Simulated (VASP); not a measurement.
# TePb (Fm-3m) in VASP: notebook

Runs on TePb. Level: PBE+D3(BJ). Tasks: single point, relaxation of cell and atoms.

Everything below comes from runs of VASP 6.6.1. Logs are shortened: lines on timing, memory, paths and dates and some standing lists are left out, and cuts for length are marked.

### 1 The cell of the first run

It takes space group Fm-3m (No. 225, cubic). The conventional cell has a = 6.471 Å, b = 6.471 Å, c = 6.471 Å, α = 90.00°, β = 90.00°, γ = 90.00°. Te (site symmetry m-3m) has 6 Pb at 3.24 Å within 4.3 Å. Pb (site symmetry m-3m) has 6 Te at 3.24 Å within 4.3 Å.

### 2 Single point, PBE+D3(BJ)

The input, INCAR:

```
PREC = Accurate
ENCUT = 500
EDIFF = 1E-6
ISMEAR = 0
SIGMA = 0.02
LREAL = False
LASPH = True
NELM = 120
ALGO = Normal
ISIF = 2
LWAVE = False
LCHARG = False
GGA = PE
IVDW = 12
NBANDS = 17
GGA_COMPAT = False
```

The input, KPOINTS:

```
regular mesh
0
Gamma
  8 8 8
```

The input, POSCAR:

```
TePb
1.0
    0.0000000000      3.2355306186      3.2355306186
    3.2355306186      0.0000000000      3.2355306186
    3.2355306186      3.2355306186      0.0000000000
Te Pb
1 1
Direct
    0.5000000000      0.5000000000      0.5000000000
    0.0000000000      0.0000000000      0.0000000000
```

Potentials or basis: VASP PAW PBE potentials, release 64 (Te, Pb_d).

On the command line:

```bash
> cat potpaw_PBE.64/Te/POTCAR potpaw_PBE.64/Pb_d/POTCAR > POTCAR
> mpirun -np 1 vasp_std > vasp.out
```

OUTCAR:

```text
PREC = Accurate
   ENCUT = 500
   EDIFF = 1E-6
   ISMEAR = 0
   LREAL = False
   LASPH = True
   NELM = 120
   ISIF = 2
   GGA = PE
   IVDW = 12
 IVDW          = 12

 ion  position               nearest neighbor table
   1  0.500  0.500  0.500-   2 3.24   2 3.24   2 3.24   2 3.24   2 3.24   2 3.24
   2  0.000  0.000  0.000-   1 3.24   1 3.24   1 3.24   1 3.24   1 3.24   1 3.24

  LATTYP: Found a face centered cubic cell.
 ALAT       =     6.4710612372

  Lattice vectors:

 A1 = (   0.0000000000,   3.2355306186,   3.2355306186)
 A2 = (   3.2355306186,   0.0000000000,   3.2355306186)
 A3 = (   3.2355306186,   3.2355306186,   0.0000000000)

Analysis of symmetry for initial positions (statically):
=====================================================================
 Subroutine PRICEL returns:
 Original cell was already a primitive cell.

 Routine SETGRP: Setting up the symmetry group for a
 face centered cubic supercell.

 Subroutine GETGRP returns: Found 48 space group operations
 (whereof 48 operations were pure point group operations)
 out of a pool of 48 trial point group operations.

The static configuration has the point symmetry O_h .

Analysis of symmetry for dynamics (positions and initial velocities):
=====================================================================
 Subroutine PRICEL returns:
 Original cell was already a primitive cell.

 Routine SETGRP: Setting up the symmetry group for a
 face centered cubic supercell.

 Subroutine GETGRP returns: Found 48 space group operations
 (whereof 48 operations were pure point group operations)
 out of a pool of 48 trial point group operations.

The dynamic configuration has the point symmetry O_h .

 Subroutine INISYM returns: Found 48 space group operations
 (whereof 48 operations are pure point group operations),
 and found     1 'primitive' translations

----------------------------------------------------------------------------------------

                                     Primitive cell

  volume of cell :      67.7433

  direct lattice vectors                    reciprocal lattice vectors
     0.000000000  3.235530619  3.235530619    -0.154534158  0.154534158  0.154534158
     3.235530619  0.000000000  3.235530619     0.154534158 -0.154534158  0.154534158
     3.235530619  3.235530619  0.000000000     0.154534158  0.154534158 -0.154534158

  length of vectors
     4.575731282  4.575731282  4.575731282     0.267661013  0.267661013  0.267661013

  position of ions in fractional coordinates (direct lattice)
[... 8 lines left out ...]
----------------------------------------------------------------------------------------

 KPOINTS: regular mesh

Automatic generation of k-mesh.
 Grid dimensions read from file:
 generate k-points for:    8    8    8

 Generating k-lattice:

  Cartesian coordinates                     Fractional coordinates (reciprocal lattice)
    -0.019316770  0.019316770  0.019316770     0.125000000  0.000000000  0.000000000
     0.019316770 -0.019316770  0.019316770     0.000000000  0.125000000  0.000000000
     0.019316770  0.019316770 -0.019316770     0.000000000  0.000000000  0.125000000

  Length of vectors
     0.033457627  0.033457627  0.033457627

  Shift w.r.t. Gamma in fractional coordinates (k-lattice)
     0.000000000  0.000000000  0.000000000

 Subroutine IBZKPT returns following result:
 ===========================================

 Found     29 irreducible k-points:

 Following reciprocal coordinates:
            Coordinates               Weight
  0.000000  0.000000  0.000000      1.000000
  0.125000  0.000000  0.000000      8.000000
  0.250000  0.000000  0.000000      8.000000
  0.375000  0.000000  0.000000      8.000000
  0.500000  0.000000  0.000000      4.000000
  0.125000  0.125000  0.000000      6.000000
[... 16 lines left out ...]
  0.500000  0.250000  0.125000     48.000000
 -0.375000  0.250000  0.125000     24.000000
 [... further k-points ...]
   k-points           NKPTS =     29   k-points in BZ     NKDIM =     29   number of bands    NBANDS=     17
   number of dos      NEDOS =    301   number of ions     NIONS =      2
   total plane-waves  NPLWV =  46656
   dimension x,y,z NGX =    36 NGY =   36 NGZ =   36
   dimension x,y,z NGXF=    72 NGYF=   72 NGZF=   72
   ions per type =               1   1
   NGX,Y,Z   is equivalent  to a cutoff of  13.08, 13.08, 13.08 a.u.
   NGXF,Y,Z  is equivalent  to a cutoff of  26.16, 26.16, 26.16 a.u.
 SYSTEM =  unknown system
   PREC   = accura    normal or accurate (medium, high low for compatibility)
   ISTART =      0    job   : 0-new  1-cont  2-samecut
   ICHARG =      2    charge: 1-file 2-atom 10-const
   ISPIN  =      1    spin polarized calculation?
   LNONCOLLINEAR =      F non collinear calculations
   LSORBIT =      F    spin-orbit coupling
   LASPH  =      T    aspherical Exc in radial PAW
   ENCUT  =  500.0 eV  36.75 Ry    6.06 a.u.   8.34  8.34  8.34*2*pi/ulx,y,z
   NELM   =    120;   NELMIN=  2; NELMDL= -5     # of ELM steps
   EDIFF  = 0.1E-05   stopping-criterion for ELM
   LREAL  =      F    real-space projection
   EDIFFG = 0.1E-04   stopping-criterion for IOM
   NSW    =      0    number of steps for IOM
   IBRION =     -1    ionic relax: 0-MD 1-quasi-New 2-CG
   NFREE  =      0    steps in history (QN), initial steepest desc. (CG)
   ISIF   =      2    stress and relaxation
   ISYM   =      2    0-nonsym 1-usesym 2-fastsym
   POTIM  = 0.5000    time-step for ionic-motion
   TEBEG  =    0.0;   TEEND  =   0.0 temperature during run
   PSTRESS=    0.0 pullay stress
   NELECT =      20.0000    total number of electrons
   NUPDOWN=      -1.0000    fix difference up-down
   EMIN   =  10.00;   EMAX   =-10.00  energy-range for DOS
   EFERMI =   0.00;   METHOD = LEGACY
   ISMEAR =     0;   SIGMA  =   0.02  broadening in eV -4-tet -1-fermi 0-gaus
   EFERMI_NEDOS =   21; number of points for ismear=-14 and -15
   IALGO  =     38    algorithm
   IMIX   =      4    mixing-type and parameters
     AMIX     =   0.40;   BMIX     =  1.00
     AMIX_MAG =   1.60;   BMIX_MAG =  1.00
  volume/ion in A,a.u.               =      33.87       228.58
  Fermi-wavevector in a.u.,A,eV,Ry     =   1.090091  2.059973 16.167773  1.188298
  Thomas-Fermi vector in A             =   2.226308
   LORBIT       =      0    0 simple, 1 ext, 2 COOP (PROOUT), +10 PAW based schemes
   GGA     = PE    functional components
   LHFCALC =     F    Hartree Fock is set to
   AEXX    =    0.0000 exact exchange contribution
   IVDW    =    12    specifies the selected vdW correction
   LEPSILON=     F    determine dielectric tensor
   LRPA    =     F    only Hartree local field effects (RPA)
 non-spin polarized calculation
 Gauss-broadening in eV      SIGMA  =   0.02
  energy-cutoff  :      500.00
  volume of cell :       67.74
 maximum number of plane-waves:      1759
 NGX is ok and might be reduce to    36
   NGX = 17   NGY = 17   NGZ = 17

 number of electron      20.0000003 magnetization

 Free energy of the ion-electron system (eV)
  ---------------------------------------------------
  ext. energy  EPLUGINS =         0.00000000
  ---------------------------------------------------
  free energy    TOTEN  =        -7.50489078 eV

  energy without entropy =       -7.50489078  energy(sigma->0) =       -7.50489078

 E-fermi :   5.6794     XC(G=0):  -9.2814

 val. band max:        5.5703932727   @ k =   0.5000   0.0000   0.0000
 cond. band min:       6.3147079271   @ k =   0.5000   0.0000   0.0000
 fundamental gap:      0.7443146544
 Fermi energy:         5.6794282917

 k-point     1 :       0.0000    0.0000    0.0000
  band No.  band energies     occupation
      1     -11.1436      2.00000
      2     -11.1436      2.00000
      3     -11.1347      2.00000
      4     -11.1347      2.00000
      5     -11.1347      2.00000
      6      -6.4135      2.00000
[... 9 lines left out ...]
     16      11.3762      0.00000
     17      12.9509      0.00000

 k-point     2 :       0.1250    0.0000    0.0000
  band No.  band energies     occupation
      1     -11.1453      2.00000
      2     -11.1453      2.00000
      3     -11.1343      2.00000
      4     -11.1326      2.00000
      5     -11.1326      2.00000
      6      -6.2803      2.00000
[... 9 lines left out ...]
     16      11.6687      0.00000
     17      13.9897      0.00000

 k-point     3 :       0.2500    0.0000    0.0000
  band No.  band energies     occupation
      1     -11.1505      2.00000
      2     -11.1505      2.00000
      3     -11.1334      2.00000
      4     -11.1265      2.00000
      5     -11.1265      2.00000
      6      -5.8974      2.00000
[... 9 lines left out ...]
     16      12.4636      0.00000
     17      15.8522      0.00000

 k-point     4 :       0.3750    0.0000    0.0000
  band No.  band energies     occupation
      1     -11.1559      2.00000
      2     -11.1559      2.00000
      3     -11.1326      2.00000
      4     -11.1202      2.00000
      5     -11.1202      2.00000
      6      -5.3469      2.00000
[... 9 lines left out ...]
     16      13.6799      0.00000
     17      16.2678      0.00000

 k-point     5 :       0.5000    0.0000    0.0000
  band No.  band energies     occupation
      1     -11.1582      2.00000
      2     -11.1582      2.00000
      3     -11.1323      2.00000
      4     -11.1176      2.00000
      5     -11.1176      2.00000
      6      -4.9897      2.00000
[... 9 lines left out ...]
     16      14.8130      0.00000
     17      14.8130      0.00000

 k-point     6 :       0.1250    0.1250    0.0000
  band No.  band energies     occupation
      1     -11.1497      2.00000
      2     -11.1420      2.00000
      3     -11.1361      2.00000
      4     -11.1312      2.00000
      5     -11.1312      2.00000
      6      -6.2362      2.00000
[... 9 lines left out ...]
     16      12.1762      0.00000
     17      13.4677      0.00000

 k-point     7 :       0.2500    0.1250    0.0000
  band No.  band energies     occupation
      1     -11.1567      2.00000
      2     -11.1435      2.00000
      3     -11.1360      2.00000
      4     -11.1272      2.00000
      5     -11.1256      2.00000
      6      -5.9374      2.00000
[... 9 lines left out ...]
     16      13.0233      0.00000
     17      14.5622      0.00000

 k-point     8 :       0.3750    0.1250    0.0000
  band No.  band energies     occupation
      1     -11.1626      2.00000
      2     -11.1489      2.00000
      3     -11.1336      2.00000
      4     -11.1231      2.00000
      5     -11.1192      2.00000
      6      -5.4395      2.00000
[... 9 lines left out ...]
     16      14.2005      0.00000
     17      15.9168      0.00000
[... 203 lines left out ...]
      1     -11.1970      2.00000
      2     -11.1416      2.00000
      3     -11.1358      2.00000
      4     -11.1120      2.00000
      5     -11.1109      2.00000
      6      -4.7947      2.00000
[... 9 lines left out ...]
     16      15.8227      0.00000
     17      16.2327      0.00000

 k-point    20 :      -0.3750    0.3750    0.0000
  band No.  band energies     occupation
      1     -11.1887      2.00000
      2     -11.1421      2.00000
      3     -11.1354      2.00000
      4     -11.1161      2.00000
      5     -11.1127      2.00000
      6      -4.6530      2.00000
[... 9 lines left out ...]
     16      14.6248      0.00000
     17      16.4954      0.00000

 k-point    21 :       0.5000    0.5000    0.0000
  band No.  band energies     occupation
      1     -11.2042      2.00000
      2     -11.1444      2.00000
      3     -11.1325      2.00000
      4     -11.1092      2.00000
      5     -11.1092      2.00000
      6      -4.7458      2.00000
[... 9 lines left out ...]
     16      16.4843      0.00000
     17      16.6149      0.00000

 k-point    22 :       0.3750    0.2500    0.1250
  band No.  band energies     occupation
      1     -11.1648      2.00000
      2     -11.1446      2.00000
      3     -11.1358      2.00000
      4     -11.1226      2.00000
      5     -11.1213      2.00000
      6      -5.5808      2.00000
[... 9 lines left out ...]
     16      14.2300      0.00000
     17      14.5641      0.00000

 k-point    23 :       0.5000    0.2500    0.1250
  band No.  band energies     occupation
      1     -11.1702      2.00000
      2     -11.1489      2.00000
      3     -11.1321      2.00000
      4     -11.1212      2.00000
      5     -11.1172      2.00000
      6      -5.0920      2.00000
[... 9 lines left out ...]
     16      14.5035      0.00000
     17      15.6035      0.00000

 k-point    24 :      -0.3750    0.2500    0.1250
  band No.  band energies     occupation
      1     -11.1718      2.00000
      2     -11.1512      2.00000
      3     -11.1286      2.00000
      4     -11.1230      2.00000
      5     -11.1151      2.00000
      6      -4.8007      2.00000
[... 9 lines left out ...]
     16      15.3706      0.00000
     17      15.6762      0.00000

 [... further k-points ...]

------------------------ aborting loop because EDIFF is reached ----------------------------------------

 Edisp (eV)   -0.80117

 E8    (eV) :    -0.3882

  FORCE on cell =-STRESS in cart. coord.  units (eV):
  Direction    XX          YY          ZZ          XY          YZ          ZX
  --------------------------------------------------------------------------------------
  -------------------------------------------------------------------------------------
  Total      -0.03729    -0.03729    -0.03729     0.00000     0.00000     0.00000
  in kB      -0.88197    -0.88197    -0.88197     0.00000     0.00000     0.00000
  external pressure =       -0.88 kB  Pullay stress =        0.00 kB

 VOLUME and BASIS-vectors are now :
 -----------------------------------------------------------------------------
  energy-cutoff  :      500.00
  volume of cell :       67.74
      direct lattice vectors                 reciprocal lattice vectors
     0.000000000  3.235530619  3.235530619    -0.154534158  0.154534158  0.154534158
     3.235530619  0.000000000  3.235530619     0.154534158 -0.154534158  0.154534158
     3.235530619  3.235530619  0.000000000     0.154534158  0.154534158 -0.154534158

 POSITION                                       TOTAL-FORCE (eV/Angst)
 -----------------------------------------------------------------------------------
      3.23553      3.23553      3.23553         0.000000     -0.000000      0.000000
      0.00000      0.00000      0.00000        -0.000000      0.000000     -0.000000
 -----------------------------------------------------------------------------------
    total drift:                               -0.000000      0.000000      0.000000

  FREE ENERGIE OF THE ION-ELECTRON SYSTEM (eV)
  ---------------------------------------------------
  free  energy   TOTEN  =        -8.3060580975 eV

  energy  without entropy=       -8.3060580975  energy(sigma->0) =       -8.30605810
```

Run time: 55 s. Hardware: 1 thread of AMD EPYC 7R13, shared host; peak memory 0.19 GiB.

What came out:

```yaml
Free_energy: -8.3061 eV
Pressure: -0.1 GPa
Band_gap_on_the_k_mesh: 0.74 eV, direct
Dispersion_energy_per_atom: -0.401 eV
```

Caveat: spin-orbit coupling is left out, which moves the levels of the heavy elements.

### 3 Relaxation of cell and atoms, PBE+D3(BJ)

This run uses another cell than the first one, of 35.48 Å³/atom, 1.048 times its volume.

The input, INCAR:

```
SYSTEM = TePb
PREC = Accurate
ENCUT = 500
EDIFF = 1E-7
ISMEAR = 0
SIGMA = 0.02
LREAL = .FALSE.
LASPH = .TRUE.
NELM = 120
ALGO = Normal
ISIF = 3
LWAVE = .FALSE.
LCHARG = .FALSE.
GGA = PE
IVDW = 12
IBRION = 2
NSW = 70
EDIFFG = -0.005
GGA_COMPAT = .FALSE.
NELMIN = 4
```

The input, KPOINTS:

```
Automatic mesh
0
G
  8 8 8
  0 0 0
```

The input, POSCAR:

```
TePb
1.0
    0.0000000000      3.2860508018      3.2860508018
    3.2860508018      0.0000000000      3.2860508018
    3.2860508018      3.2860508018      0.0000000000
Te Pb
1 1
Direct
    0.5000000000      0.5000000000      0.5000000000
    0.0000000000      0.0000000000      0.0000000000
```

Potentials or basis: VASP PAW PBE potentials, release 64 (Te, Pb_d).

On the command line:

```bash
> cat potpaw_PBE.64/Te/POTCAR potpaw_PBE.64/Pb_d/POTCAR > POTCAR
> mpirun -np 1 vasp_std > vasp.out
```

Wall time 2.6 min (1 thread of AMD EPYC 7R13, shared host); peak memory 0.21 GiB.

Results (log left out):

```yaml
Free_energy: -8.3068 eV
Relaxed_volume: 33.81 Å³/atom
Relaxed_cell: a = 4.573 Å, b = 4.573 Å, c = 4.573 Å, α = 60.00°, β = 60.00°, γ = 60.00°
Space_group_after_relaxing_to_0.05_Å: Fm-3m (No. 225)
Energy_gained_by_relaxing: 9.6 meV/atom
Ionic_steps: 3
Pressure_after_relaxing: 0.0 GPa
Band_gap_on_the_k_mesh: 0.74 eV, direct
Dispersion_energy_per_atom: -0.401 eV
```

Step by step:
| step | energy change (eV) | largest force (eV/Å) | pressure (GPa) | volume (Å³) |
| --- | --- | --- | --- | --- |
| 1 | 0.0000 | 0.0000 | -1.66 | 70.97 |
| 2 | -0.0189 | 0.0000 | 0.25 | 67.25 |
| 3 | -0.0192 | 0.0000 | 0.01 | 67.61 |

Final structure:
```yaml
crystal:
  lattice:
    - [0.00000, 3.23346, 3.23346]
    - [3.23346, 0.00000, 3.23346]
    - [3.23346, 3.23346, 0.00000]
  atoms:
    - { symbol: Te, position: [0.50000, 0.50000, 0.50000] }
    - { symbol: Pb, position: [0.00000, 0.00000, 0.00000] }
```

Levels at points of the mesh, in eV from the valence-band top:
| k point | band 7 | band 8 | band 9 | band 10 | band 11 | band 12 | band 13 | band 14 |
| --- | --- | --- | --- | --- | --- | --- | --- | --- |
| (0.00, 0.00, 0.00) | -5.60 | -1.34 | -1.34 | -1.34 | 4.07 | 4.07 | 4.07 | 5.80 |
| (0.50, 0.00, 0.00) | -8.57 | -0.88 | -0.88 | 0.00 | 0.74 | 1.28 | 1.28 | 8.39 |
| (0.50, 0.50, 0.00) | -7.29 | -4.48 | -2.79 | -2.79 | 3.30 | 5.47 | 5.47 | 6.70 |

Caveat: spin-orbit coupling is left out, which moves the levels of the heavy elements.
